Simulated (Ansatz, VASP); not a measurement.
**Pd in VASP and in Ansatz**

The input POSCAR:

```
Pd
1.0
    2.7150400000      0.0224700000      0.0080900000
   -1.3380600000      2.4184500000      0.0252600000
    0.0134500000      0.0562600000      4.6237900000
Pd
2
Direct
    0.6556200000      0.3293400000      0.7507800000
    0.3445300000      0.6663400000      0.2523500000
```

The input INCAR.step1:

```
  PREC = Accurate
  ENCUT = 520
  ISMEAR = 1
  SIGMA = 0.1
  LREAL = False
  LASPH = True
  NELM = 100
  NBANDS = 17
  GGA = PE
  ALGO = Normal
  EDIFF = 1E-4
  LWAVE = True
  LCHARG = False
```

The input INCAR.step2:

```
  PREC = Accurate
  ENCUT = 520
  EDIFF = 1E-6
  ISMEAR = 1
  SIGMA = 0.1
  LREAL = False
  LASPH = True
  NELM = 100
  ALGO = Normal
  ISIF = 2
  LWAVE = False
  LCHARG = False
  METAGGA = R2SCAN
  LMIXTAU = True
  IVDW = 13
  VDW_S6 = 1.0
  VDW_S8 = 0.6018749
  VDW_A1 = 0.51559235
  VDW_A2 = 5.77342911
  NBANDS = 17
  ISTART = 1
```

KPOINTS

```
Automatic mesh
0
Gamma
  8 8 4
```

Input for Ansatz:

```yaml
crystal:
  lattice:
    - [2.71504, 0.02247, 0.00809]
    - [-1.33806, 2.41845, 0.02526]
    - [0.01345, 0.05626, 4.62379]
  atoms:
    - { symbol: Pd, position: [0.65562, 0.32934, 0.75078] }
    - { symbol: Pd, position: [0.34453, 0.66634, 0.25235] }
basis:
  ecutwfc: 650.0
  xc_grid: 2
kpoints:
  mp_grid:
    grid: [8, 8, 4]
hamiltonian:
  xc: r2scan
  dispersion: d4
scf:
  convergence:
    dr2_threshold: 1.0e-09
  mixing:
    algorithm: msr1
    preconditioner: none
  occupations:
    method: methfessel_paxton
  initial_density:
    normalization: atom
output:
  forces: true
  stress: true
```

Alike in both runs: task single point; functional r2SCAN; dispersion D4; k mesh 8 × 8 × 4; no spin polarisation.

```csv
,VASP,Ansatz
version,VASP 6.6.1,Ansatz 0.2.0
potentials or method,"VASP PAW PBE potentials, release 64 (Pd), cutoff 520 eV","plane waves, PAW"
occupations,"methfessel-paxton of order 1, width 0.1 eV",methfessel-paxton of order 1
valence electrons in the cell,20,36
```

```csv
,VASP,Ansatz,Ansatz less VASP
pressure (GPa),-3.4,-3.9,-0.56
"traceless stress, the component that is largest in VASP (GPa)",-1.95,-1.94,+0.009
rms of the force components (eV/Å),0.073,0.073,+0.0005
```

VASP's potentials were made for PBE, not for r2SCAN. Atom by atom the forces differ by 0.002 eV/Å (rms over components). VASP's potentials hold 20 valence electrons a cell and Ansatz's 36, so a difference there can come from the potentials and not from the codes. Ansatz's warnings: stress scf threshold loose.
